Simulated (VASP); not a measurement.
Write the native input for VASP 6.6.1 that does the following.

* Task: single point
* Functional: PBEsol
* Potentials or basis: VASP PAW PBE potentials, release 64 (Ga_d)
* Cutoff: 520 eV
* k mesh: 6 × 6 × 2
* Occupations: gaussian, width 0.1 eV
* Spin: no spin polarisation
* Dipole correction: no
* Further INCAR settings: ALGO = Fast; EDIFF = 1e-06; NBANDS = 34

The structure of Ga lies in POSCAR:

```
Ga
1.0
    3.0857560482      0.0000000000      0.0000000000
   -1.5428780241      2.6723431276      0.0000000000
    0.0000000000      0.0000000000      9.9521722999
Ga
4
Direct
    0.0000000000      0.0000000000      0.0000000000
    0.0000000000      0.0000000000      0.5000000000
    0.3333333333      0.6666666667      0.7500000000
    0.6666666667      0.3333333333      0.2500000000
```

One way to write it, as run:

INCAR

```
SYSTEM = Ga
PREC = Accurate
ENCUT = 520
EDIFF = 1E-6
ISMEAR = 0
SIGMA = 0.1
LREAL = .False.
LASPH = .True.
NELM = 60
ALGO = Fast
ISIF = 2
LWAVE = .False.
LCHARG = .True.
GGA = PS
LELF = .True.
LVHAR = .True.
NBANDS = 34
```

KPOINTS

```
Automatic mesh
0
Gamma
  6 6 2
  0 0 0
```

Potentials or basis: VASP PAW PBE potentials, release 64 (Ga_d).

The run is started by

```bash
$ cat potpaw_PBE.64/Ga_d/POTCAR > POTCAR
$ mpirun -np 1 vasp_std > vasp.out
```

It gave:

```json
{
 "Pressure": "-6.7 GPa",
 "Band gap on the k mesh": "zero (band 26 reaches 8.66 eV, above the bottom of band 27 at 3.36 eV)"
}
```

Caveat: the k points lie up to 0.39 Å⁻¹ apart; the PAW data sets were made with another functional, which shifts forces and pressure a little.

Wall time 20 s on 1 thread of Intel(R) Xeon(R) 6975P-C (Granite Rapids) (shared host), peak memory 0.2 GiB.
